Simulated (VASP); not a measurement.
Input of a VASP 6.6.1 run:

INCAR

```
ALGO = Normal
EDIFF = 1E-6
ENCUT = 520
GGA = PE
ISIF = 2
ISMEAR = -1
LASPH = T
LCHARG = T
LELF = T
LREAL = F
LVHAR = T
LWAVE = F
NBANDS = 14
NELM = 60
PREC = Accurate
SIGMA = 0.08
```

File KPOINTS:

```
k-points
0
Gamma
  12 12 7
```

Contents of POSCAR:

```
I
1.0
    3.1335662156      0.0000000000      0.0000000000
   -1.5667831078      2.7137479472      0.0000000000
    0.0000000000      0.0000000000      5.4640347716
I
2
Direct
    0.3333333333      0.6666666667      0.2500000000
    0.6666666667      0.3333333333      0.7500000000
```

Potentials or basis: VASP PAW PBE potentials, release 64 (I).

Command:

```sh
$ cat potpaw_PBE.64/I/POTCAR > POTCAR
$ mpirun -np 1 vasp_std > vasp.out
```

**Question.** Predict the pressure.

**Answer.** 29.7 GPa.

**Question.** Estimate the band gap on the k mesh.

**Answer.** Zero (band 7 reaches 13.35 eV, above the bottom of band 8 at 7.89 eV).

Stress tensor (GPa, compression positive):
```
29.64  0.00  0.00
 0.00 29.64  0.00
 0.00  0.00 29.87
```

Caveat: spin-orbit coupling is left out, which moves the levels of the heavy elements.
